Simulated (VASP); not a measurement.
Write the native input for VASP 6.6.1 that does the following.

```
Task                   : single point
Functional             : PBE
Potentials or basis    : VASP PAW PBE potentials, release 64 (Hf_pv, C)
Cutoff                 : 520 eV
k mesh                 : 12 × 12 × 1
Occupations            : gaussian, width 0.1 eV
Spin                   : no spin polarisation
Dipole correction      : yes
Further INCAR settings : ALGO = Normal; EDIFF = 1e-07; NBANDS = 38
```

The structure of HfC lies in POSCAR:

```
HfC
1.0
    3.2891025716      0.0000000000      0.0000000000
   -1.6445512858      2.8484463827      0.0000000000
    0.0000000000      0.0000000000     24.3993935142
Hf C
4 4
Direct
    0.3333333333      0.6666666667      0.3073846895
    0.0000000000      0.0000000000      0.4174505812
    0.6666666667      0.3333333333      0.5275164729
    0.3333333333      0.6666666667      0.6375823646
    0.6666666667      0.3333333333      0.3624176354
    0.3333333333      0.6666666667      0.4724835271
    0.0000000000      0.0000000000      0.5825494188
    0.6666666667      0.3333333333      0.6926153105
```

These files were run (other wordings do the same):

INCAR

```
SYSTEM = HfC
PREC = Accurate ; ENCUT = 520
EDIFF = 1E-7 ; ISMEAR = 0
SIGMA = 0.1 ; LREAL = .FALSE.
LASPH = .TRUE. ; NELM = 100
ALGO = Normal ; ISIF = 2
LWAVE = .FALSE. ; LCHARG = .TRUE.
LDIPOL = .TRUE. ; IDIPOL = 3
DIPOL = 0.5 0.5 0.500 ; GGA = PE
LELF = .TRUE. ; LVHAR = .TRUE.
LVACPOTAV = .TRUE. ; NBANDS = 38
```

KPOINTS

```
regular mesh
0
G
  12 12 1
  0 0 0
```

Potentials or basis: VASP PAW PBE potentials, release 64 (Hf_pv, C).

Launch:

```sh
$ cat potpaw_PBE.64/Hf_pv/POTCAR potpaw_PBE.64/C/POTCAR > POTCAR
$ mpirun -np 1 vasp_std > vasp.out
```

It gave:

```json
{"Largest force": "1.473 eV/Å", "Band gap on the k mesh": "zero (band 28 reaches 0.34 eV, above the bottom of band 29 at -0.49 eV)"}
```

Caveat: spin-orbit coupling is left out, which moves the levels of the heavy elements.

It took 12 min on 1 thread of Intel(R) Xeon(R) Platinum 8259CL CPU @ 2.50GHz (Skylake/Cascade Lake), on a shared host, peak memory 0.4 GiB.
